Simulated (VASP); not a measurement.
# Au: single point with LDA

Au:

```xyz
2
Lattice="2.9096 0.0000 0.0000 -1.4548 2.5198 0.0000 0.0000 0.0000 4.8962" Properties=species:S:1:pos:R:3 pbc="T T T"
Au    0.0000    1.6799    3.6722
Au    1.4548    0.8399    1.2241
```

This cell differs from its parent crystal: volume scaled by 1.01.

* Program: VASP 6.6.1
* Task: single point
* Functional: LDA
* Potentials or basis: VASP PAW LDA potentials, release 64 (Au)
* Cutoff: 520 eV
* k mesh: 14 × 14 × 8
* Occupations: fermi-dirac, width 0.03 eV
* Spin: no spin polarisation
* Dipole correction: no
* Further INCAR settings: ALGO = Normal; EDIFF = 1e-06; NBANDS = 18

```json
{
 "Pressure": "-11.5 GPa",
 "Band gap on the k mesh": "zero (band 11 reaches 12.12 eV, above the bottom of band 12 at 5.87 eV)"
}
```

Levels at points of the mesh, in eV from the Fermi level:
```csv
k point,band 9,band 10,band 11,band 12,band 13,band 14
"(0.00, 0.00, 0.00)",-3.36,-2.11,-2.11,-0.94,2.41,14.62
"(0.50, 0.00, 0.00)",-1.81,-1.65,0.38,1.47,5.57,6.95
"(0.00, 0.00, 0.50)",-2.53,-2.53,-2.53,-2.53,10.24,10.24
"(0.50, 0.00, 0.50)",-1.71,-1.71,0.55,0.55,3.70,3.70
```

It took 54 s on 1 thread of Intel Xeon 8259CL (shared host), peak memory 0.18 GiB.

Caveat: spin-orbit coupling is left out, which moves the levels of the heavy elements.
